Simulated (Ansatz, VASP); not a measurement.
# Ag: VASP beside Ansatz

INCAR

```
PREC = Accurate
ENCUT = 520
EDIFF = 1E-8
ISMEAR = -1
SIGMA = 0.05
LREAL = False
LASPH = True
NELM = 60
ALGO = Normal
ISIF = 2
LWAVE = False
LCHARG = False
GGA = CA
LEFG = True
NBANDS = 12
```

KPOINTS

```
Automatic mesh
0
Gamma
  15 15 15
```

Contents of POSCAR:

```
Ag
1.0
    0.0000000000      2.0017471726      2.0017471726
    2.0017471726      0.0000000000      2.0017471726
    2.0017471726      2.0017471726      0.0000000000
Ag
1
Direct
    0.0000000000      0.0000000000      0.0000000000
```

Input for Ansatz:

```yaml
crystal:
  lattice:
    - [0.0, 2.0017471726, 2.0017471726]
    - [2.0017471726, 0.0, 2.0017471726]
    - [2.0017471726, 2.0017471726, 0.0]
  atoms:
    - { symbol: Ag, position: [0.0, 0.0, 0.0] }
kpoints:
  mp_grid: { grid: [15, 15, 15] }
scf:
  occupations: { method: fermi_dirac, width: 0.05 }
hamiltonian:
  xc: lda
  pseudopotentials: { kind: all_electron, datasets: crystal }
output:
  forces: true
  stress: true
  eigenvalues: true
  efg: { contact_densities: true }
```

Change from the starting cell: volume scaled by 0.9405, crystal datasets.

Alike in both runs: task electric field gradients; functional LDA; k mesh 15 × 15 × 15; occupations fermi-dirac, width 0.05 eV; no spin polarisation.

```csv
,VASP,Ansatz
version,VASP 6.6.1,Ansatz 0.2.0
potentials or method,"VASP PAW LDA potentials, release 64 (Ag), cutoff 520 eV","all-electron PAW with datasets made for the crystal, scalar-relativistic"
```

VASP gave:

| Item | Value |
| --- | --- |
| pressure (GPa) | -0.3 |

Q: Which values does Ansatz return?

A: Pressure (GPa): -0.4.

LDA's correlation is that of Perdew and Zunger in VASP and of Perdew and Wang (1992) in Ansatz. Ansatz ran all-electron here, and VASP with PAW potentials.
